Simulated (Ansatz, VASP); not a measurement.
**Two plane-wave programs on Si2Mo**

```
Si Mo
1.0
    -1.60830    1.60830    3.93897
     1.60830   -1.60830    3.93897
     1.60830    1.60830   -3.93897
Si Mo
2 1
Direct
  0.33500 0.33500 0.00000
  0.66500 0.66500 0.00000
  0.00000 0.00000 0.00000
```

Alike in both runs: functional PBE; k mesh 18 × 18 × 18; occupations fermi-dirac, width 0.15 eV; no spin polarisation.

Ansatz relaxed the structure, and its values are those at the end. VASP's run is a single point on that final structure, the one shown.

|  | VASP | Ansatz |
| --- | --- | --- |
| version | VASP 6.6.1 | Ansatz 0.2.0 |
| potentials or method | VASP PAW PBE potentials, release 64 (Si, Mo_sv), cutoff 520 eV | scalar-relativistic, plane waves, PAW |
| valence electrons in the cell | 22 | 22 |

|  | VASP | Ansatz | Ansatz less VASP |
| --- | --- | --- | --- |
| gap on the k mesh at the Fermi level (eV) | none | none | - |
| pressure (GPa) | 0.2 | 0.0 | -0.17 |

A gap of «none» marks a metal or a gap that the smearing closes. The functional is the same, so the differences come from potentials, cutoffs and numerics.
